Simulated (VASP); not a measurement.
# GaN (P6_3mc) in VASP: notebook

GaN is run at these levels: PBE; tasks: single point.

Program: VASP 6.6.1. These are calculated values, not measurements. Logs are shortened: lines on timing, memory, paths and dates and some standing lists are left out, and cuts for length are marked.

### 1 The cell of the first run

Symmetry: P6_3mc, No. 186, hexagonal system. The conventional cell has a = 3.180 Å, b = 3.180 Å, c = 5.166 Å, α = 90.00°, β = 90.00°, γ = 120.00°. Ga (site symmetry 3m) has 4 N at 1.94 to 1.95 Å within 2.6 Å. N (site symmetry 3m) has 4 Ga at 1.94 to 1.95 Å within 2.6 Å.

### 2 Single point, PBE

The input, INCAR:

```
SYSTEM = GaN
PREC     = Accurate       ! precision mode
ENCUT    = 520            ! plane-wave cutoff, eV
EDIFF    = 1E-6           ! SCF threshold, eV
ISMEAR   = 0              ! smearing method
SIGMA    = 0.02           ! smearing width, eV
LREAL    = .False.        ! projectors in reciprocal space
LASPH    = .True.         ! aspherical terms in the spheres
NELM     = 80             ! most SCF steps
ALGO     = Normal         ! electronic algorithm
ISIF     = 2              ! what is computed and relaxed
LWAVE    = .False.        ! write WAVECAR
LCHARG   = .True.         ! write CHGCAR
GGA      = PE             ! functional
LELF     = .True.         ! ELF
LVHAR    = .True.       
NBANDS   = 26             ! bands
```

The input, KPOINTS:

```
regular mesh
0
Gamma
  12 12 6
  0 0 0
```

The input, POSCAR:

```
GaN
1.0
    3.1799996605      0.0000000000      0.0000000000
   -1.5899998303      2.7539604900      0.0000000000
    0.0000000000      0.0000000000      5.1660000000
Ga N
2 2
Direct
    0.3333333333      0.6666666667      0.0000000000
    0.6666666667      0.3333333333      0.5000000000
    0.3333333333      0.6666666667      0.3750000000
    0.6666666667      0.3333333333      0.8750000000
```

Potentials or basis: VASP PAW PBE potentials, release 64 (Ga_d, N).

On the command line:

```bash
$ cat potpaw_PBE.64/Ga_d/POTCAR potpaw_PBE.64/N/POTCAR > POTCAR
$ mpirun -np 1 vasp_std > vasp.out
```

OUTCAR:

```text
SYSTEM = GaN
   PREC = Accurate
   ENCUT = 520
   EDIFF = 1E-6
   ISMEAR = 0
   LREAL = .False.
   LASPH = .True.
   NELM = 80
   ISIF = 2
   GGA = PE

 ion  position               nearest neighbor table
   1  0.333  0.667  0.000-   3 1.94   4 1.95   4 1.95   4 1.95
   2  0.667  0.333  0.500-   4 1.94   3 1.95   3 1.95   3 1.95
   3  0.333  0.667  0.375-   1 1.94   2 1.95   2 1.95   2 1.95
   4  0.667  0.333  0.875-   2 1.94   1 1.95   1 1.95   1 1.95

  LATTYP: Found a hexagonal cell.
 ALAT       =     3.1799996605
 C/A-ratio  =     1.6245284753

  Lattice vectors:

 A1 = (   3.1799996605,   0.0000000000,   0.0000000000)
 A2 = (  -1.5899998303,   2.7539604900,   0.0000000000)
 A3 = (   0.0000000000,   0.0000000000,   5.1660000000)

Analysis of symmetry for initial positions (statically):
=====================================================================
 Subroutine PRICEL returns:
 Original cell was already a primitive cell.

 Routine SETGRP: Setting up the symmetry group for a
 hexagonal supercell.

 Subroutine GETGRP returns: Found 12 space group operations
 (whereof  6 operations were pure point group operations)
 out of a pool of 24 trial point group operations.

The static configuration has the point symmetry C_3v.
 The point group associated with its full space group is C_6v.

Analysis of symmetry for dynamics (positions and initial velocities):
=====================================================================
 Subroutine PRICEL returns:
 Original cell was already a primitive cell.

 Routine SETGRP: Setting up the symmetry group for a
 hexagonal supercell.

 Subroutine GETGRP returns: Found 12 space group operations
 (whereof  6 operations were pure point group operations)
 out of a pool of 24 trial point group operations.

The dynamic configuration has the point symmetry C_3v.
 The point group associated with its full space group is C_6v.

 Subroutine INISYM returns: Found 12 space group operations
 (whereof  6 operations are pure point group operations),
 and found     1 'primitive' translations

----------------------------------------------------------------------------------------

                                     Primitive cell

  volume of cell :      45.2417

  direct lattice vectors                    reciprocal lattice vectors
     3.179999661  0.000000000  0.000000000     0.314465442  0.181556708  0.000000000
    -1.589999830  2.753960490  0.000000000     0.000000000  0.363113416  0.000000000
     0.000000000  0.000000000  5.166000000     0.000000000  0.000000000  0.193573364

  length of vectors
     3.179999661  3.179999661  5.166000000     0.363113416  0.363113416  0.193573364

  position of ions in fractional coordinates (direct lattice)
     0.333333333  0.666666667  0.000000000
     0.666666667  0.333333333  0.500000000
     0.333333333  0.666666667  0.375000000
     0.666666667  0.333333333  0.875000000

  ion indices of the primitive-cell ions
   primitive index   ion index
                 1           1
                 2           2
                 3           3
                 4           4

----------------------------------------------------------------------------------------

 KPOINTS: regular mesh

Automatic generation of k-mesh.
 Grid dimensions read from file:
 generate k-points for:   12   12    6

 Generating k-lattice:

  Cartesian coordinates                     Fractional coordinates (reciprocal lattice)
     0.026205454  0.015129726  0.000000000     0.083333333  0.000000000  0.000000000
     0.000000000  0.030259451  0.000000000     0.000000000  0.083333333  0.000000000
     0.000000000  0.000000000  0.032262227     0.000000000  0.000000000  0.166666667

  Length of vectors
     0.030259451  0.030259451  0.032262227

  Shift w.r.t. Gamma in fractional coordinates (k-lattice)
     0.000000000  0.000000000  0.000000000

 Subroutine IBZKPT returns following result:
 ===========================================

 Found     76 irreducible k-points:

 Following reciprocal coordinates:
            Coordinates               Weight
  0.000000  0.000000  0.000000      1.000000
  0.083333  0.000000  0.000000      6.000000
  0.166667  0.000000  0.000000      6.000000
  0.250000  0.000000  0.000000      6.000000
  0.333333  0.000000  0.000000      6.000000
  0.416667  0.000000  0.000000      6.000000
[... 16 lines left out ...]
  0.250000  0.000000  0.166667     12.000000
  0.333333  0.000000  0.166667     12.000000
 [... further k-points ...]
   k-points           NKPTS =     76   k-points in BZ     NKDIM =     76   number of bands    NBANDS=     26
   number of dos      NEDOS =    301   number of ions     NIONS =      4
   total plane-waves  NPLWV =  23040
   dimension x,y,z NGX =    24 NGY =   24 NGZ =   40
   dimension x,y,z NGXF=    48 NGYF=   48 NGZF=   80
   ions per type =               2   2
   NGX,Y,Z   is equivalent  to a cutoff of  12.55, 12.55, 12.87 a.u.
   NGXF,Y,Z  is equivalent  to a cutoff of  25.09, 25.09, 25.74 a.u.
 SYSTEM =  GaN
   PREC   = accura    normal or accurate (medium, high low for compatibility)
   ISTART =      0    job   : 0-new  1-cont  2-samecut
   ICHARG =      2    charge: 1-file 2-atom 10-const
   ISPIN  =      1    spin polarized calculation?
   LNONCOLLINEAR =      F non collinear calculations
   LSORBIT =      F    spin-orbit coupling
   LASPH  =      T    aspherical Exc in radial PAW
   ENCUT  =  520.0 eV  38.22 Ry    6.18 a.u.   5.91  5.91  9.61*2*pi/ulx,y,z
   NELM   =     80;   NELMIN=  2; NELMDL= -5     # of ELM steps
   EDIFF  = 0.1E-05   stopping-criterion for ELM
   LREAL  =      F    real-space projection
   EDIFFG = 0.1E-04   stopping-criterion for IOM
   NSW    =      0    number of steps for IOM
   IBRION =     -1    ionic relax: 0-MD 1-quasi-New 2-CG
   NFREE  =      0    steps in history (QN), initial steepest desc. (CG)
   ISIF   =      2    stress and relaxation
   ISYM   =      2    0-nonsym 1-usesym 2-fastsym
   POTIM  = 0.5000    time-step for ionic-motion
   TEBEG  =    0.0;   TEEND  =   0.0 temperature during run
   PSTRESS=    0.0 pullay stress
   NELECT =      36.0000    total number of electrons
   NUPDOWN=      -1.0000    fix difference up-down
   EMIN   =  10.00;   EMAX   =-10.00  energy-range for DOS
   EFERMI =   0.00;   METHOD = LEGACY
   ISMEAR =     0;   SIGMA  =   0.02  broadening in eV -4-tet -1-fermi 0-gaus
   EFERMI_NEDOS =   21; number of points for ismear=-14 and -15
   IALGO  =     38    algorithm
   IMIX   =      4    mixing-type and parameters
     AMIX     =   0.40;   BMIX     =  1.00
     AMIX_MAG =   1.60;   BMIX_MAG =  1.00
  volume/ion in A,a.u.               =      11.31        76.33
  Fermi-wavevector in a.u.,A,eV,Ry     =   1.517036  2.866783 31.312431  2.301399
  Thomas-Fermi vector in A             =   2.626346
   LORBIT       =      0    0 simple, 1 ext, 2 COOP (PROOUT), +10 PAW based schemes
   GGA     = PE    functional components
   LHFCALC =     F    Hartree Fock is set to
   AEXX    =    0.0000 exact exchange contribution
   IVDW    =     0    specifies the selected vdW correction
   LEPSILON=     F    determine dielectric tensor
   LRPA    =     F    only Hartree local field effects (RPA)
 non-spin polarized calculation
 Gauss-broadening in eV      SIGMA  =   0.02
  energy-cutoff  :      520.00
  volume of cell :       45.24
 maximum number of plane-waves:      1236
 NGX is ok and might be reduce to    24
   NGX = 11   NGY = 11   NGZ = 19

 number of electron      36.0000002 magnetization

 Free energy of the ion-electron system (eV)
  ---------------------------------------------------
  ext. energy  EPLUGINS =         0.00000000
  ---------------------------------------------------
  free energy    TOTEN  =       -24.28509723 eV

  energy without entropy =      -24.28509723  energy(sigma->0) =      -24.28509723

 E-fermi :   5.5456     XC(G=0): -11.7222

 val. band max:        5.4320084752   @ k =   0.0000   0.0000   0.0000
 cond. band min:       7.4048694723   @ k =   0.0000   0.0000   0.0000
 fundamental gap:      1.9728609971
 Fermi energy:         5.5456040873

 k-point     1 :       0.0000    0.0000    0.0000
  band No.  band energies     occupation
      1     -10.6380      2.00000
      2      -9.6780      2.00000
      3      -8.0238      2.00000
      4      -8.0025      2.00000
      5      -8.0025      2.00000
      6      -7.9379      2.00000
[... 18 lines left out ...]
     25      17.2022      0.00000
     26      17.2023      0.00000

 k-point     2 :       0.0833    0.0000    0.0000
  band No.  band energies     occupation
      1     -10.5685      2.00000
      2      -9.6601      2.00000
      3      -8.0155      2.00000
      4      -7.9923      2.00000
      5      -7.9823      2.00000
      6      -7.9303      2.00000
[... 18 lines left out ...]
     25      16.8564      0.00000
     26      17.3558      0.00000

 k-point     3 :       0.1667    0.0000    0.0000
  band No.  band energies     occupation
      1     -10.3786      2.00000
      2      -9.6160      2.00000
      3      -7.9900      2.00000
      4      -7.9677      2.00000
      5      -7.9266      2.00000
      6      -7.8908      2.00000
[... 18 lines left out ...]
     25      16.9200      0.00000
     26      17.7128      0.00000

 k-point     4 :       0.2500    0.0000    0.0000
  band No.  band energies     occupation
      1     -10.1257      2.00000
      2      -9.5673      2.00000
      3      -7.9642      2.00000
      4      -7.9435      2.00000
      5      -7.8814      2.00000
      6      -7.8340      2.00000
[... 18 lines left out ...]
     25      16.9450      0.00000
     26      18.2854      0.00000

 k-point     5 :       0.3333    0.0000    0.0000
  band No.  band energies     occupation
      1      -9.8940      2.00000
      2      -9.5316      2.00000
      3      -7.9513      2.00000
      4      -7.9315      2.00000
      5      -7.8521      2.00000
      6      -7.7853      2.00000
[... 18 lines left out ...]
     25      17.0999      0.00000
     26      18.7776      0.00000

 k-point     6 :       0.4167    0.0000    0.0000
  band No.  band energies     occupation
      1      -9.7469      2.00000
      2      -9.5138      2.00000
      3      -7.9520      2.00000
      4      -7.9293      2.00000
      5      -7.8383      2.00000
      6      -7.7843      2.00000
[... 427 lines left out ...]
 k-point    21 :       0.0833    0.0000    0.1667
  band No.  band energies     occupation
      1     -10.4879      2.00000
      2      -9.6908      2.00000
      3      -8.0045      2.00000
      4      -7.9904      2.00000
      5      -7.9711      2.00000
      6      -7.9368      2.00000
[... 18 lines left out ...]
     25      16.7007      0.00000
     26      17.1046      0.00000

 k-point    22 :       0.1667    0.0000    0.1667
  band No.  band energies     occupation
      1     -10.3061      2.00000
      2      -9.6390      2.00000
      3      -7.9860      2.00000
      4      -7.9642      2.00000
      5      -7.9273      2.00000
      6      -7.8932      2.00000
[... 18 lines left out ...]
     25      16.4881      0.00000
     26      17.4998      0.00000

 k-point    23 :       0.2500    0.0000    0.1667
  band No.  band energies     occupation
      1     -10.0670      2.00000
      2      -9.5810      2.00000
      3      -7.9649      2.00000
      4      -7.9369      2.00000
      5      -7.8940      2.00000
      6      -7.8418      2.00000
[... 18 lines left out ...]
     25      16.6101      0.00000
     26      18.0245      0.00000

 k-point    24 :       0.3333    0.0000    0.1667
  band No.  band energies     occupation
      1      -9.8516      2.00000
      2      -9.5377      2.00000
      3      -7.9562      2.00000
      4      -7.9211      2.00000
      5      -7.8670      2.00000
      6      -7.7923      2.00000
[... 18 lines left out ...]
     25      16.8484      0.00000
     26      18.6313      0.00000

 [... further k-points ...]

------------------------ aborting loop because EDIFF is reached ----------------------------------------

  FORCE on cell =-STRESS in cart. coord.  units (eV):
  Direction    XX          YY          ZZ          XY          YZ          ZX
  --------------------------------------------------------------------------------------
  -------------------------------------------------------------------------------------
  Total        1.8748403      1.8748403      2.4885610     -0.0000000      0.0000000      0.0000000
  in kB       66.3950452     66.3950452     88.1291721     -0.0000000      0.0000000      0.0000000
  external PRESSURE =      73.6397541 kB  Pullay stress =       0.0000000 kB

 VOLUME and BASIS-vectors are now :
 -----------------------------------------------------------------------------
  energy-cutoff  :      520.00
  volume of cell :       45.24
      direct lattice vectors                 reciprocal lattice vectors
     3.179999661  0.000000000  0.000000000     0.314465442  0.181556708  0.000000000
    -1.589999830  2.753960490  0.000000000     0.000000000  0.363113416  0.000000000
     0.000000000  0.000000000  5.166000000     0.000000000  0.000000000  0.193573364

 POSITION                                       TOTAL-FORCE (eV/Angst)
 -----------------------------------------------------------------------------------
     -0.00000      1.83597      0.00000        -0.000000     -0.000000     -0.134637
      1.59000      0.91799      2.58300         0.000000      0.000000     -0.134637
     -0.00000      1.83597      1.93725         0.000000     -0.000000      0.134637
      1.59000      0.91799      4.52025        -0.000000      0.000000      0.134637
 -----------------------------------------------------------------------------------
    total drift:                               -0.000001     -0.000001     -0.000230

  FREE ENERGIE OF THE ION-ELECTRON SYSTEM (eV)
  ---------------------------------------------------
  free  energy   TOTEN  =       -24.2850972270 eV

  energy  without entropy=      -24.2850972270  energy(sigma->0) =      -24.28509723
```

Run time: 30 s. Hardware: 1 thread of Intel Xeon 6975P-C (Granite Rapids), shared host; peak memory 0.2 GiB.

What came out:

- Free energy: -24.2851 eV
- Pressure: 7.4 GPa
- Largest force: 0.135 eV/Å
- Band gap on the k mesh: 1.97 eV, direct

Forces in eV/Å, atoms in the order of the input:
```
Ga   0.000  0.000 -0.135
Ga   0.000  0.000 -0.135
N    0.000  0.000  0.135
N    0.000  0.000  0.135
```

Stress tensor (GPa, compression positive):
```
6.64 0.00 0.00
0.00 6.64 0.00
0.00 0.00 8.81
```

A hybrid or GW would open this gap; PBE tends to underestimate it.

### 3 Single point, PBE (strained)

The input, INCAR:

```
PREC = Accurate ; ENCUT = 520
EDIFF = 1E-7 ; ISMEAR = 0
SIGMA = 0.02 ; LREAL = F
LASPH = T ; NELM = 100
ALGO = Normal ; ISIF = 2
LWAVE = F ; LCHARG = F
GGA = PE ; NBANDS = 26
```

The input, KPOINTS:

```
Automatic mesh
0
Gamma
  12 12 6
```

The input, POSCAR:

```
GaN
1.0
    3.3014438475      0.0000000000      0.0000000000
   -1.6507219238      2.8591342411      0.0000000000
    0.0000000000      0.0000000000      5.0533295400
Ga N
2 2
Direct
    0.3333333333      0.6666666667     -0.0290360046
    0.6666666667      0.3333333333      0.4709639954
    0.3333333333      0.6666666667      0.4040360046
    0.6666666667      0.3333333333      0.9040360046
```

Potentials or basis: VASP PAW PBE potentials, release 64 (Ga_d, N).

On the command line:

```bash
$ cat potpaw_PBE.64/Ga_d/POTCAR potpaw_PBE.64/N/POTCAR > POTCAR
$ mpirun -np 1 vasp_std > vasp.out
```

Run time: 50 s. Hardware: 1 thread of Intel Xeon 6975P-C (Granite Rapids), shared host; peak memory 0.22 GiB.

Results (log left out):

| Property | Result |
| --- | --- |
| Free energy | -23.8684 eV |
| Pressure | -2.1 GPa |
| Largest force | 1.132 eV/Å |
| Band gap on the k mesh | 1.19 eV, direct |

Forces on the atoms (eV/Å):
```
Ga   0.000  0.000  1.132
Ga   0.000  0.000  1.132
N    0.000  0.000 -1.132
N    0.000  0.000 -1.132
```

Stress tensor (GPa, compression positive):
```
-2.51  0.00  0.00
 0.00 -2.51  0.00
 0.00  0.00 -1.19
```

Levels at points of the mesh, in eV from the valence-band top:
| k point | band 16 | band 17 | band 18 | band 19 | band 20 | band 21 |
| --- | --- | --- | --- | --- | --- | --- |
| (0.00, 0.00, 0.00) | -0.76 | -0.76 | 0.00 | 1.19 | 2.46 | 8.64 |
| (0.50, 0.00, 0.00) | -3.47 | -1.91 | -1.86 | 3.78 | 4.74 | 6.12 |
| (0.00, 0.00, 0.50) | -1.25 | -1.25 | -1.25 | 3.27 | 3.27 | 7.67 |
| (0.50, 0.00, 0.50) | -2.74 | -1.48 | -1.48 | 4.03 | 4.03 | 6.44 |

Caveat: the cell differs from its parent crystal (strained); forces of over 1 eV/Å act on the atoms, so gaps and moduli don't describe the material at rest.

[end of part 1 of 3]
